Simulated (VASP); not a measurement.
# KMgF3 (P4/mmm) in VASP: notebook, part 2 of 2

VASP 6.6.1.

## 5. Single point, PBEsol (strain +0.000 along x and y, +0.030 along z)

File INCAR:

```
ALGO = Normal
EDIFF = 1E-6
ENCUT = 520
GGA = PS
ISIF = 2
ISMEAR = 0
LASPH = True
LCHARG = False
LREAL = False
LWAVE = False
NBANDS = 24
NELM = 60
PREC = Accurate
SIGMA = 0.05
```

File KPOINTS:

```
k-points
0
Gamma
  6 6 6
```

File POSCAR:

```
KMgF3
1.0
    3.9859000000      0.0000000000      0.0000000000
    0.0000000000      3.9859000000      0.0000000000
    0.0000000000      0.0000000000      4.1054770000
K Mg F
1 1 3
Direct
    0.5000000000      0.5000000000      0.5000000000
    0.0000000000      0.0000000000      0.0000000000
    0.5000000000      0.0000000000      0.0000000000
    0.0000000000      0.5000000000      0.0000000000
    0.0000000000      0.0000000000      0.5000000000
```

Potentials or basis: VASP PAW PBE potentials, release 64 (K_sv, Mg, F).

Started as:

```
> cat potpaw_PBE.64/K_sv/POTCAR potpaw_PBE.64/Mg/POTCAR potpaw_PBE.64/F/POTCAR > POTCAR
> mpirun -np 1 vasp_std > vasp.out
```

OUTCAR:

```text
EDIFF = 1E-6
   ENCUT = 520
   GGA = PS
   ISIF = 2
   ISMEAR = 0
   LASPH = True
   LREAL = False
   NELM = 60
   PREC = Accurate

 ion  position               nearest neighbor table
   1  0.500  0.500  0.500-   5 2.82   5 2.82   5 2.82   5 2.82   2 3.49   2 3.49   2 3.49   2 3.49
                             2 3.49   2 3.49   2 3.49   2 3.49
   2  0.000  0.000  0.000-   3 1.99   4 1.99   4 1.99   3 1.99   5 2.05   5 2.05   1 3.49   1 3.49
                             1 3.49   1 3.49   1 3.49   1 3.49   1 3.49   1 3.49
   3  0.500  0.000  0.000-   2 1.99   2 1.99
   4  0.000  0.500  0.000-   2 1.99   2 1.99
   5  0.000  0.000  0.500-   2 2.05   2 2.05   1 2.82   1 2.82   1 2.82   1 2.82

  LATTYP: Found a simple tetragonal cell.
 ALAT       =     3.9859000000
 C/A-ratio  =     1.0300000000

  Lattice vectors:

 A1 = (   3.9859000000,   0.0000000000,   0.0000000000)
 A2 = (   0.0000000000,   3.9859000000,   0.0000000000)
 A3 = (   0.0000000000,   0.0000000000,   4.1054770000)

Analysis of symmetry for initial positions (statically):
=====================================================================
 Subroutine PRICEL returns:
 Original cell was already a primitive cell.

 Routine SETGRP: Setting up the symmetry group for a
 simple tetragonal supercell.

 Subroutine GETGRP returns: Found 16 space group operations
 (whereof 16 operations were pure point group operations)
 out of a pool of 16 trial point group operations.

The static configuration has the point symmetry D_4h.

Analysis of symmetry for dynamics (positions and initial velocities):
=====================================================================
 Subroutine PRICEL returns:
 Original cell was already a primitive cell.

 Routine SETGRP: Setting up the symmetry group for a
 simple tetragonal supercell.

 Subroutine GETGRP returns: Found 16 space group operations
[... 127 lines left out ...]
   IMIX   =      4    mixing-type and parameters
     AMIX     =   0.40;   BMIX     =  1.00
     AMIX_MAG =   1.60;   BMIX_MAG =  1.00
  volume/ion in A,a.u.               =      13.05        88.03
  Fermi-wavevector in a.u.,A,eV,Ry     =   1.291178  2.439972 22.682815  1.667140
  Thomas-Fermi vector in A             =   2.422964
   LORBIT       =      0    0 simple, 1 ext, 2 COOP (PROOUT), +10 PAW based schemes
   GGA     = PS    functional components
   LHFCALC =     F    Hartree Fock is set to
   AEXX    =    0.0000 exact exchange contribution
   IVDW    =     0    specifies the selected vdW correction
   LEPSILON=     F    determine dielectric tensor
   LRPA    =     F    only Hartree local field effects (RPA)
 non-spin polarized calculation
 Gauss-broadening in eV      SIGMA  =   0.05
  energy-cutoff  :      520.00
  volume of cell :       65.23
 maximum number of plane-waves:      1787
 NGX is ok and might be reduce to    30
   NGX = 15   NGY = 15   NGZ = 15

 number of electron      31.9999976 magnetization

 Free energy of the ion-electron system (eV)
  ---------------------------------------------------
  ext. energy  EPLUGINS =         0.00000000
  ---------------------------------------------------
  free energy    TOTEN  =       -25.24345641 eV

  energy without entropy =      -25.24345641  energy(sigma->0) =      -25.24345641

 E-fermi :  -1.5214     XC(G=0):  -9.7919

 val. band max:       -1.8363066446   @ k =   0.5000   0.5000   0.5000
 cond. band min:       5.0558953503   @ k =   0.0000   0.0000   0.0000
 fundamental gap:      6.8922019949
 Fermi energy:        -1.5213943961

 k-point     1 :       0.0000    0.0000    0.0000
  band No.  band energies     occupation
      1     -27.3883      2.00000
      2     -21.7987      2.00000
      3     -21.1944      2.00000
      4     -21.1052      2.00000
      5     -10.9660      2.00000
      6     -10.9382      2.00000
[... 637 lines left out ...]
     23      12.3898      0.00000
     24      12.5572      0.00000

 [... further k-points ...]

------------------------ aborting loop because EDIFF is reached ----------------------------------------

  FORCE on cell =-STRESS in cart. coord.  units (eV):
  Direction    XX          YY          ZZ          XY          YZ          ZX
  --------------------------------------------------------------------------------------
  -------------------------------------------------------------------------------------
  Total       -0.4928998     -0.4928998     -1.5019791      0.0000000      0.0000000      0.0000000
  in kB      -12.1074528    -12.1074528    -36.8941968      0.0000000      0.0000000      0.0000000
  external PRESSURE =     -20.3697008 kB  Pullay stress =       0.0000000 kB

 VOLUME and BASIS-vectors are now :
 -----------------------------------------------------------------------------
  energy-cutoff  :      520.00
  volume of cell :       65.23
      direct lattice vectors                 reciprocal lattice vectors
     3.985900000  0.000000000  0.000000000     0.250884367  0.000000000  0.000000000
     0.000000000  3.985900000  0.000000000     0.000000000  0.250884367  0.000000000
     0.000000000  0.000000000  4.105477000     0.000000000  0.000000000  0.243577056

 POSITION                                       TOTAL-FORCE (eV/Angst)
 -----------------------------------------------------------------------------------
      1.99295      1.99295      2.05274         0.000000      0.000000      0.000000
      0.00000      0.00000      0.00000         0.000000      0.000000      0.000000
      1.99295      0.00000      0.00000         0.000000      0.000000      0.000000
      0.00000      1.99295      0.00000         0.000000      0.000000      0.000000
      0.00000      0.00000      2.05274         0.000000      0.000000      0.000000
 -----------------------------------------------------------------------------------
    total drift:                                0.000000     -0.000000      0.000000

  FREE ENERGIE OF THE ION-ELECTRON SYSTEM (eV)
  ---------------------------------------------------
  free  energy   TOTEN  =       -25.2434564085 eV

  energy  without entropy=      -25.2434564085  energy(sigma->0) =      -25.24345641
```

OSZICAR:

```text
N       E                     dE             d eps       ncg     rms          rms(c)
DAV:   1     0.219676182402E+03    0.21968E+03   -0.17329E+04  2008   0.128E+03
DAV:   2    -0.150802989328E+02   -0.23476E+03   -0.22453E+03  2416   0.337E+02
DAV:   3    -0.266659707496E+02   -0.11586E+02   -0.11517E+02  2776   0.698E+01
DAV:   4    -0.271213180132E+02   -0.45535E+00   -0.45527E+00  2560   0.845E+00
DAV:   5    -0.271241864576E+02   -0.28684E-02   -0.28684E-02  2640   0.676E-01    0.810E+00
DAV:   6    -0.252774440129E+02    0.18467E+01   -0.59006E+00  2288   0.172E+01    0.395E+00
DAV:   7    -0.252540876161E+02    0.23356E-01   -0.21485E-01  2376   0.266E+00    0.233E+00
DAV:   8    -0.252435846203E+02    0.10503E-01   -0.64247E-02  2392   0.236E+00    0.293E-01
DAV:   9    -0.252432440559E+02    0.34056E-03   -0.11932E-02  2600   0.754E-01    0.137E-01
DAV:  10    -0.252434773533E+02   -0.23330E-03   -0.81377E-04  2312   0.186E-01    0.109E-01
DAV:  11    -0.252434565124E+02    0.20841E-04   -0.78294E-05  2496   0.655E-02    0.534E-02
DAV:  12    -0.252434563087E+02    0.20372E-06   -0.43237E-05  2136   0.482E-02    0.444E-03
DAV:  13    -0.252434564085E+02   -0.99757E-07   -0.19229E-06  2200   0.802E-03
   1 F= -.25243456E+02 E0= -.25243456E+02  d E =-.142209E-20
```

stdout:

```text
POSCAR found type information on POSCAR K MgF
 POSCAR found :  3 types and       5 ions
 scaLAPACK will be used
 -----------------------------------------------------------------------------
|                                                                             |
|                                                                             |
|     You enforced a specific xc type in the INCAR file but a different       |
|     I HOPE YOU KNOW WHAT YOU ARE DOING!                                     |
|                                                                             |
 -----------------------------------------------------------------------------

 LDA part: xc-table for (Slater+PW92), standard interpolation
 POSCAR, INCAR and KPOINTS ok, starting setup
 FFT: planning ... GRIDC
 FFT: planning ... GRID_SOFT
 FFT: planning ... GRID
 WAVECAR not read
 entering main loop
```

Wall time 44 s (1 thread of Intel Xeon Platinum 8488C (Sapphire Rapids), shared host); peak memory 0.21 GiB.

Results:

```
Free energy            : -25.2435 eV
Pressure               : -2.0 GPa
Band gap on the k mesh : 6.89 eV (least direct gap 7.23 eV)
```

Stress tensor (GPa, compression positive):
```
-1.21  0.00  0.00
 0.00 -1.21  0.00
 0.00  0.00 -3.69
```

Levels at points of the mesh, in eV from the valence-band top:
```
           k point  band 13  band 14  band 15  band 16  band 17  band 18  band 19  band 20
(0.00, 0.00, 0.00)    -0.60    -0.34    -0.34    -0.34     6.89     9.83     9.96    11.99
(0.50, 0.00, 0.00)    -0.89    -0.85    -0.53    -0.53     9.80    10.00    10.99    12.44
(0.50, 0.50, 0.00)    -1.09    -0.80    -0.80    -0.02    10.64    11.52    12.23    12.23
(0.00, 0.00, 0.50)    -0.76    -0.76    -0.54    -0.54     9.68     9.94    10.78    12.60
(0.50, 0.00, 0.50)    -0.95    -0.94    -0.94    -0.05    10.60    11.37    12.07    12.16
(0.50, 0.50, 0.50)    -1.07    -0.02    -0.02     0.00    10.17    10.18    10.18    13.43
```

Caveat: the cell differs from its parent crystal (strain +0.000 along x and y, +0.030 along z); the PAW data sets were made with another functional, which shifts forces and pressure a little. A k mesh can miss the band edges.

## 6. Summary

| cell | gap on the mesh (eV) | pressure (GPa) |
| --- | --- | --- |
| a = 4.046, b = 4.046, c = 3.866 Å, 5 atoms | 7.11 | 0.2 |
| a = 3.986, b = 3.986, c = 4.046 Å, 5 atoms | 7.01 | -1.1 |
| a = 4.046, b = 4.046, c = 3.926 Å, 5 atoms | 7.01 | -1.0 |
| a = 3.986, b = 3.986, c = 4.105 Å, 5 atoms | 6.89 | -2.0 |

Alike in all rows: task single point; level PBEsol; potentials or basis VASP PAW PBE potentials, release 64 (K_sv, Mg, F); no spin polarisation; k mesh 6 × 6 × 6; cutoff (eV) 520; smearing gaussian 0.05 eV.

Caveats: the PAW data sets were made with another functional, which shifts forces and pressure a little.

Absolute energies hang on the potentials; compare differences alone.
